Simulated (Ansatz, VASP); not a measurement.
## Si3H2N4O: VASP beside Ansatz

```xyz
40
Lattice="5.8226 0.0000 0.0000 0.0000 7.6192 0.0000 0.0000 0.0000 29.1594" Properties=species:S:1:pos:R:3 pbc="T T T"
Si    2.1835    4.0309   10.2577
Si    5.0948    4.0309   10.2577
Si    0.7278    1.5988   11.4064
Si    3.6391    1.5988   11.4064
Si    0.7278    6.2417   11.7896
Si    3.6391    6.2417   11.7896
Si    2.1685    1.3760   14.0890
Si    5.0804    1.3762   14.0950
Si    2.1770    6.0142   14.4768
Si    5.0912    6.0149   14.4757
Si    0.7265    3.5735   15.6158
Si    3.6311    3.5694   15.5931
N     0.7278    0.0000   10.7388
N     3.6391    0.0000   10.7388
N     0.7278    4.8389   10.7612
N     3.6391    4.8389   10.7612
N     2.1835    2.4388   10.9584
N     5.0948    2.4388   10.9584
N     2.1835    6.2097   12.7411
N     5.0948    6.2097   12.7411
N     0.7094    1.4410   13.1381
N     3.6243    1.4569   13.1372
N     0.7205    5.1644   14.9356
N     3.6337    5.1722   14.9590
N     2.1749    2.7675   15.1416
N     5.0882    2.7624   15.1695
N     2.1773   -0.0117   15.0913
N     5.0854   -0.0130   15.0906
O     2.1018    3.9393    8.6001
O     5.0125    3.9399    8.6001
O     0.8668    3.6867   17.2756
O     3.6719    3.6286   17.2873
H     2.9765    3.8535    8.1724
H     5.8870    3.8531    8.1721
H     1.3391    7.5038    9.9324
H     4.2541    7.5051    9.9349
H     2.2851    0.1361   16.0930
H     4.9643    0.1336   16.0925
H     0.0503    3.9004   17.7592
H     2.7854    3.8536   17.6523
```

Alike in both runs: task single point; functional PBE; dispersion D3(BJ); k mesh 3 × 2 × 1; occupations gaussian, width 0.05 eV; no spin polarisation.

|  | VASP | Ansatz |
| --- | --- | --- |
| version | VASP 6.6.1 | Ansatz 0.2.0 |
| potentials or method | VASP PAW PBE potentials, release 64 (Si, N, O, H), cutoff 520 eV | scalar-relativistic, plane waves, PAW |
| valence electrons in the cell | 160 | 160 |

```csv
,VASP,Ansatz,Ansatz less VASP
gap on the k mesh at the Fermi level (eV),3.77,3.77,-0.002
least direct gap on the mesh (eV),3.79,3.79,-0.002
rms of the force components (eV/Å),0.204,0.203,-0.0004
```
